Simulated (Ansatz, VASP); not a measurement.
# Two plane-wave programs on Si

```
CELL_PARAMETERS angstrom
-3.80169 0.00000 0.00000
-1.90084 -3.29236 0.00000
-0.79202 -1.37181 12.57739
ATOMIC_POSITIONS crystal
Si 0.33333 0.95562 0.90652
Si 0.33333 0.16395 0.40652
Si 0.66667 0.60145 0.15652
Si 0.66667 0.39312 0.65652
Si 0.33333 0.29438 0.09348
Si 0.33333 0.08605 0.59348
Si 0.66667 0.52355 0.34348
Si 0.66667 0.31522 0.84348
```

Alike in both runs: task single point; functional LDA; k mesh 10 × 10 × 3; occupations gaussian, width 0.03 eV; no spin polarisation.

```csv
,VASP,Ansatz
version,VASP 6.6.1,Ansatz 0.2.0
potentials or method,"VASP PAW LDA potentials, release 64 (Si), cutoff 520 eV","scalar-relativistic, plane waves, PAW"
valence electrons in the cell,32,32
```

VASP gave:

| Item | Value |
| --- | --- |
| gap on the k mesh at the Fermi level (eV) | none |
| pressure (GPa) | -0.9 |
| traceless stress, the component that is largest in VASP (GPa) | 2.73 |
| rms of the force components (eV/Å) | 0.327 |

Which values does Ansatz return?

gap on the k mesh at the Fermi level (eV): none; pressure (GPa): -0.9; traceless stress, the component that is largest in VASP (GPa): 2.72; rms of the force components (eV/Å): 0.327.

Ansatz warns that its potentials were made for another functional, while VASP's fit it. LDA's correlation is that of Perdew and Zunger in VASP and of Perdew and Wang (1992) in Ansatz. Atom by atom the forces differ by 0.001 eV/Å (rms over components). A gap of «none» marks a metal or a gap that the smearing closes.
